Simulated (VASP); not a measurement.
# Sr (Immm) in VASP: notebook

Runs on Sr. Level: PBEsol. Tasks: single point.

Program: VASP 6.6.1. These are calculated values, not measurements. Logs are shortened: lines on timing, memory, paths and dates and some standing lists are left out, and cuts for length are marked.

## Step 1: The cell of the first run

It takes space group Immm (No. 71, orthorhombic). Conventional cell: a = 4.099 Å, b = 4.161 Å, c = 6.018 Å, α = 90.00°, β = 90.00°, γ = 90.00°. Sr (site symmetry mmm) has 12 Sr at 4.10 to 4.19 Å within 5.4 Å.

## Step 2: Single point, PBEsol (uniaxial strain along a: -2.0 %, then relaxed in part)

Contents of INCAR:

```
PREC     = Accurate       # precision mode
ENCUT    = 520            # plane-wave cutoff, eV
EDIFF    = 1E-6           # SCF threshold, eV
ISMEAR   = 0              # smearing method
SIGMA    = 0.1            # smearing width, eV
LREAL    = F              # projectors in reciprocal space
LASPH    = T              # aspherical terms in the spheres
NELM     = 60             # most SCF steps
ALGO     = Fast           # electronic algorithm
ISIF     = 2              # what is computed and relaxed
LWAVE    = F              # write WAVECAR
LCHARG   = F              # write CHGCAR
GGA      = PS             # functional
NBANDS   = 17             # bands
```

Contents of KPOINTS:

```
Automatic mesh
0
Gamma
  12 12 10
```

Contents of POSCAR:

```
Sr
1.0
    2.8987610098      2.8987610098      0.0000000000
   -2.9425028575      2.9425028575      0.0000000000
    0.0000000000      0.0000000000      6.0178268554
Sr
2
Direct
    0.0000000000      0.0000000000      0.0000000000
    0.5000000000      0.5000000000      0.5000000000
```

Potentials or basis: VASP PAW PBE potentials, release 64 (Sr_sv).

Started as:

```
cat potpaw_PBE.64/Sr_sv/POTCAR > POTCAR
mpirun -np 1 vasp_std > vasp.out
```

OUTCAR:

```text
PREC = Accurate
   ENCUT = 520
   EDIFF = 1E-6
   ISMEAR = 0
   LREAL = F
   LASPH = T
   NELM = 60
   ISIF = 2
   GGA = PS

 ion  position               nearest neighbor table
   1  0.000  0.000  0.000-   2 4.19   2 4.19   2 4.19   2 4.19   2 4.19   2 4.19   2 4.19   2 4.19

   2  0.500  0.500  0.500-   1 4.19   1 4.19   1 4.19   1 4.19   1 4.19   1 4.19   1 4.19   1 4.19

  LATTYP: Found a simple orthorhombic cell.
 ALAT       =     4.0994671341
 B/A-ratio  =     1.0150898427
 C/A-ratio  =     1.4679534336

  Lattice vectors:

 A1 = (   2.8987610098,   2.8987610098,   0.0000000000)
 A2 = (  -2.9425028575,   2.9425028575,   0.0000000000)
 A3 = (   0.0000000000,   0.0000000000,   6.0178268554)

Analysis of symmetry for initial positions (statically):
=====================================================================
 Subroutine PRICEL returns following result:

  LATTYP: Found a body centered orthorhombic cell.
 ALAT       =     4.0994671341
 B/A-ratio  =     1.0150898427
 C/A-ratio  =     1.4679534336

  Lattice vectors:

 A1 = (   0.0218709239,  -2.9206319336,  -3.0089134277)
 A2 = (  -0.0218709239,   2.9206319336,  -3.0089134277)
 A3 = (   2.9206319336,  -0.0218709239,   3.0089134277)

   2 primitive cells build up your supercell.

 Routine SETGRP: Setting up the symmetry group for a
 simple orthorhombic supercell.

 Subroutine GETGRP returns: Found  8 space group operations
 (whereof  8 operations were pure point group operations)
 out of a pool of  8 trial point group operations.

The static configuration has the point symmetry D_2h.

Analysis of symmetry for dynamics (positions and initial velocities):
=====================================================================
 Subroutine PRICEL returns following result:

  LATTYP: Found a body centered orthorhombic cell.
 ALAT       =     4.0994671341
 B/A-ratio  =     1.0150898427
 C/A-ratio  =     1.4679534336

  Lattice vectors:

 A1 = (   0.0218709239,  -2.9206319336,  -3.0089134277)
 A2 = (  -0.0218709239,   2.9206319336,  -3.0089134277)
 A3 = (   2.9206319336,  -0.0218709239,   3.0089134277)

   2 primitive cells build up your supercell.

 Routine SETGRP: Setting up the symmetry group for a
 simple orthorhombic supercell.

 Subroutine GETGRP returns: Found  8 space group operations
 (whereof  8 operations were pure point group operations)
 out of a pool of  8 trial point group operations.

The dynamic configuration has the point symmetry D_2h.

 Subroutine INISYM returns: Found  8 space group operations
 (whereof  8 operations are pure point group operations),
 and found     2 'primitive' translations

----------------------------------------------------------------------------------------

                                     Primitive cell

  volume of cell :      51.3297

  direct lattice vectors                    reciprocal lattice vectors
     0.021870924 -2.920631934 -3.008913428     0.169923369 -0.169923369 -0.166172943
    -0.021870924  2.920631934 -3.008913428     0.172487486  0.172487486 -0.166172943
     2.920631934 -0.021870924  3.008913428     0.342410856  0.002564117  0.000000000

  length of vectors
     4.193343445  4.193343445  4.193343445     0.292166648  0.295156421  0.342420456

  position of ions in fractional coordinates (direct lattice)
     0.000000000  0.000000000  0.000000000

  ion indices of the primitive-cell ions
   primitive index   ion index
                 1           1

----------------------------------------------------------------------------------------

 KPOINTS: Automatic mesh

Automatic generation of k-mesh.
 Grid dimensions read from file:
 generate k-points for:   12   12   10

 Generating k-lattice:

  Cartesian coordinates                     Fractional coordinates (reciprocal lattice)
     0.014373957  0.014373957  0.000000000     0.083333333  0.000000000  0.000000000
    -0.014160281  0.014160281  0.000000000     0.000000000  0.083333333  0.000000000
     0.000000000  0.000000000  0.016617294     0.000000000  0.000000000  0.100000000

  Length of vectors
     0.020327845  0.020025661  0.016617294

  Shift w.r.t. Gamma in fractional coordinates (k-lattice)
     0.000000000  0.000000000  0.000000000

 Subroutine IBZKPT returns following result:
 ===========================================

 Found    294 irreducible k-points:

 Following reciprocal coordinates:
            Coordinates               Weight
  0.000000  0.000000  0.000000      1.000000
  0.083333  0.000000  0.000000      2.000000
  0.166667  0.000000  0.000000      2.000000
  0.250000  0.000000  0.000000      2.000000
  0.333333  0.000000  0.000000      2.000000
  0.416667  0.000000  0.000000      2.000000
[... 16 lines left out ...]
  0.083333  0.250000  0.000000      4.000000
  0.166667  0.250000  0.000000      4.000000
 [... further k-points ...]
   k-points           NKPTS =    294   k-points in BZ     NKDIM =    294   number of bands    NBANDS=     17
   number of dos      NEDOS =    301   number of ions     NIONS =      2
   total plane-waves  NPLWV =  46080
   dimension x,y,z NGX =    30 NGY =   32 NGZ =   48
   dimension x,y,z NGXF=    60 NGYF=   64 NGZF=   96
   ions per type =               2
   NGX,Y,Z   is equivalent  to a cutoff of  12.17, 12.78, 13.26 a.u.
   NGXF,Y,Z  is equivalent  to a cutoff of  24.33, 25.57, 26.52 a.u.
 SYSTEM =  unknown system
   PREC   = accura    normal or accurate (medium, high low for compatibility)
   ISTART =      0    job   : 0-new  1-cont  2-samecut
   ICHARG =      2    charge: 1-file 2-atom 10-const
   ISPIN  =      1    spin polarized calculation?
   LNONCOLLINEAR =      F non collinear calculations
   LSORBIT =      F    spin-orbit coupling
   LASPH  =      T    aspherical Exc in radial PAW
   ENCUT  =  520.0 eV  38.22 Ry    6.18 a.u.   7.62  7.74 11.19*2*pi/ulx,y,z
   NELM   =     60;   NELMIN=  2; NELMDL= -5     # of ELM steps
   EDIFF  = 0.1E-05   stopping-criterion for ELM
   LREAL  =      F    real-space projection
   EDIFFG = 0.1E-04   stopping-criterion for IOM
   NSW    =      0    number of steps for IOM
   IBRION =     -1    ionic relax: 0-MD 1-quasi-New 2-CG
   NFREE  =      0    steps in history (QN), initial steepest desc. (CG)
   ISIF   =      2    stress and relaxation
   ISYM   =      2    0-nonsym 1-usesym 2-fastsym
   POTIM  = 0.5000    time-step for ionic-motion
   TEBEG  =    0.0;   TEEND  =   0.0 temperature during run
   PSTRESS=    0.0 pullay stress
   NELECT =      20.0000    total number of electrons
   NUPDOWN=      -1.0000    fix difference up-down
   EMIN   =  10.00;   EMAX   =-10.00  energy-range for DOS
   EFERMI =   0.00;   METHOD = LEGACY
   ISMEAR =     0;   SIGMA  =   0.10  broadening in eV -4-tet -1-fermi 0-gaus
   EFERMI_NEDOS =   21; number of points for ismear=-14 and -15
   IALGO  =     68    algorithm
   IMIX   =      4    mixing-type and parameters
     AMIX     =   0.40;   BMIX     =  1.00
     AMIX_MAG =   1.60;   BMIX_MAG =  1.00
  volume/ion in A,a.u.               =      51.33       346.39
  Fermi-wavevector in a.u.,A,eV,Ry     =   0.949041  1.793428 12.254490  0.900680
  Thomas-Fermi vector in A             =   2.077287
   LORBIT       =      0    0 simple, 1 ext, 2 COOP (PROOUT), +10 PAW based schemes
   GGA     = PS    functional components
   LHFCALC =     F    Hartree Fock is set to
   AEXX    =    0.0000 exact exchange contribution
   IVDW    =     0    specifies the selected vdW correction
   LEPSILON=     F    determine dielectric tensor
   LRPA    =     F    only Hartree local field effects (RPA)
 non-spin polarized calculation
 RMM-DIIS sequential band-by-band and
 Gauss-broadening in eV      SIGMA  =   0.10
  energy-cutoff  :      520.00
  volume of cell :      102.66
 maximum number of plane-waves:      2792
   NGX = 15   NGY = 15   NGZ = 23

 number of electron      20.0000000 magnetization

 Free energy of the ion-electron system (eV)
  ---------------------------------------------------
  ext. energy  EPLUGINS =         0.00000000
  ---------------------------------------------------
  free energy    TOTEN  =        -3.68321697 eV

  energy without entropy =       -3.67210909  energy(sigma->0) =       -3.67766303

 E-fermi :   1.7552     XC(G=0):  -7.6483

 val. band max:        1.7458308708   @ k =   0.5000   0.3333   0.5000
 cond. band min:       1.7559596886   @ k =   0.3333   0.5000   0.5000
 fundamental gap:      0.0101288178
 Fermi energy:         1.7552398289

 k-point     1 :       0.0000    0.0000    0.0000
  band No.  band energies     occupation
      1     -34.6716      2.00000
      2     -34.6474      2.00000
      3     -16.7970      2.00000
      4     -16.6433      2.00000
      5     -16.6375      2.00000
      6     -16.5619      2.00000
[... 9 lines left out ...]
     16       5.5819      0.00000
     17       5.8641      0.00000

 k-point     2 :       0.0833    0.0000    0.0000
  band No.  band energies     occupation
      1     -34.6706      2.00000
      2     -34.6472      2.00000
      3     -16.7920      2.00000
      4     -16.6470      2.00000
      5     -16.6409      2.00000
      6     -16.5687      2.00000
[... 9 lines left out ...]
     16       5.5799      0.00000
     17       5.7599      0.00000

 k-point     3 :       0.1667    0.0000    0.0000
  band No.  band energies     occupation
      1     -34.6679      2.00000
      2     -34.6469      2.00000
      3     -16.7774      2.00000
      4     -16.6726      2.00000
      5     -16.6341      2.00000
      6     -16.6030      2.00000
[... 9 lines left out ...]
     16       5.4688      0.00000
     17       5.7369      0.00000

 k-point     4 :       0.2500    0.0000    0.0000
  band No.  band energies     occupation
      1     -34.6639      2.00000
      2     -34.6468      2.00000
      3     -16.7548      2.00000
      4     -16.7063      2.00000
      5     -16.6501      2.00000
      6     -16.6239      2.00000
[... 9 lines left out ...]
     16       5.1449      0.00000
     17       5.3872      0.00000

 k-point     5 :       0.3333    0.0000    0.0000
  band No.  band energies     occupation
      1     -34.6594      2.00000
      2     -34.6472      2.00000
      3     -16.7378      2.00000
      4     -16.7265      2.00000
      5     -16.6985      2.00000
      6     -16.6116      2.00000
[... 9 lines left out ...]
     16       4.8680      0.00000
     17       4.9439      0.00000

 k-point     6 :       0.4167    0.0000    0.0000
  band No.  band energies     occupation
      1     -34.6549      2.00000
      2     -34.6486      2.00000
      3     -16.7572      2.00000
      4     -16.7371      2.00000
      5     -16.6952      2.00000
      6     -16.6341      2.00000
[... 9 lines left out ...]
     16       4.7199      0.00000
     17       5.1332      0.00000
[... 281 lines left out ...]
 k-point    21 :       0.5000    0.1667    0.0000
  band No.  band energies     occupation
      1     -34.6496      2.00000
      2     -34.6496      2.00000
      3     -16.7616      2.00000
      4     -16.7616      2.00000
      5     -16.6599      2.00000
      6     -16.6599      2.00000
[... 9 lines left out ...]
     16       4.8745      0.00000
     17       5.7006      0.00000

 k-point    22 :       0.0000    0.2500    0.0000
  band No.  band energies     occupation
      1     -34.6647      2.00000
      2     -34.6475      2.00000
      3     -16.7561      2.00000
      4     -16.7006      2.00000
      5     -16.6415      2.00000
      6     -16.6199      2.00000
[... 9 lines left out ...]
     16       5.2308      0.00000
     17       5.5045      0.00000

 k-point    23 :       0.0833    0.2500    0.0000
  band No.  band energies     occupation
      1     -34.6639      2.00000
      2     -34.6473      2.00000
      3     -16.7522      2.00000
      4     -16.7004      2.00000
      5     -16.6440      2.00000
      6     -16.6277      2.00000
[... 9 lines left out ...]
     16       4.9702      0.00000
     17       5.0307      0.00000

 k-point    24 :       0.1667    0.2500    0.0000
  band No.  band energies     occupation
      1     -34.6615      2.00000
      2     -34.6466      2.00000
      3     -16.7408      2.00000
      4     -16.7034      2.00000
      5     -16.6551      2.00000
      6     -16.6449      2.00000
[... 9 lines left out ...]
     16       4.6980      0.00000
     17       4.7285      0.00000

 [... further k-points ...]

------------------------ aborting loop because EDIFF is reached ----------------------------------------

  FORCE on cell =-STRESS in cart. coord.  units (eV):
  Direction    XX          YY          ZZ          XY          YZ          ZX
  --------------------------------------------------------------------------------------
  -------------------------------------------------------------------------------------
  Total        0.1331722      0.1331722      0.0088147      0.1261299      0.0000000      0.0000000
  in kB        2.0783815      2.0783815      0.1375679      1.9684740      0.0000000      0.0000000
  external PRESSURE =       1.4314436 kB  Pullay stress =       0.0000000 kB

 VOLUME and BASIS-vectors are now :
 -----------------------------------------------------------------------------
  energy-cutoff  :      520.00
  volume of cell :      102.66
      direct lattice vectors                 reciprocal lattice vectors
     2.898761010  2.898761010  0.000000000     0.172487486  0.172487486  0.000000000
    -2.942502858  2.942502858  0.000000000    -0.169923369  0.169923369  0.000000000
     0.000000000  0.000000000  6.017826855     0.000000000  0.000000000  0.166172943

 POSITION                                       TOTAL-FORCE (eV/Angst)
 -----------------------------------------------------------------------------------
      0.00000      0.00000      0.00000        -0.000000      0.000000      0.000000
     -0.02187      2.92063      3.00891         0.000000     -0.000000     -0.000000
 -----------------------------------------------------------------------------------
    total drift:                                0.000000      0.000000      0.000000

  FREE ENERGIE OF THE ION-ELECTRON SYSTEM (eV)
  ---------------------------------------------------
  free  energy   TOTEN  =        -3.6832169703 eV

  energy  without entropy=       -3.6721090928  energy(sigma->0) =       -3.67766303
```

Run time: 12 min. Hardware: 1 thread of Intel Xeon 8259CL, shared host; peak memory 0.53 GiB.

What came out:

```yaml
Free_energy: -3.6832 eV
Pressure: 0.1 GPa
Band_gap_on_the_k_mesh: zero (bands 10 and 11 overlap by 0.03 eV)
```

Stress tensor (GPa, compression positive):
```
0.21 0.20 0.00
0.20 0.21 0.00
0.00 0.00 0.01
```

Caveat: the cell differs from its parent crystal (uniaxial strain along a: -2.0 %, then relaxed in part); the PAW data sets were made with another functional, which shifts forces and pressure a little.

(Continued in part 2 of 2.)
